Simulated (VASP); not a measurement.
NaF:

```xyz
2
Lattice="2.6479 0.0000 0.0000 0.0000 2.7935 0.0000 0.0000 0.0000 2.7935" Properties=species:S:1:pos:R:3 pbc="T T T"
Na    0.0000    0.0000    0.0000
F     1.3240    1.3967    1.3967
```

This cell differs from its parent crystal: uniaxial x strain -5.2%.

Base run:

| Quantity | Value |
| --- | --- |
| Program | VASP 6.6.1 |
| Functional | r2SCAN |
| Potentials or basis | VASP PAW PBE potentials, release 64 (Na_pv, F) |
| Cutoff | 520 eV |
| k mesh | 10 × 10 × 10 |
| Occupations | gaussian, width 0.01 eV |
| Spin | no spin polarisation |

Its results: band gap on the k mesh 7.25 eV, indirect (least direct gap 7.54 eV); pressure 2.8 GPa.

Task: The run is repeated on the same cell with these changes: functional from r2SCAN to PBE; occupations from gaussian, width 0.01 eV to fermi-dirac, width 0.02 eV. What comes out?

Result: Band gap on the k mesh 6.23 eV, indirect (least direct gap 6.52 eV); pressure 8.4 GPa.

Caveats: the PAW data sets were made with another functional, which shifts forces and pressure a little (some runs).

A k mesh can miss the band edges.
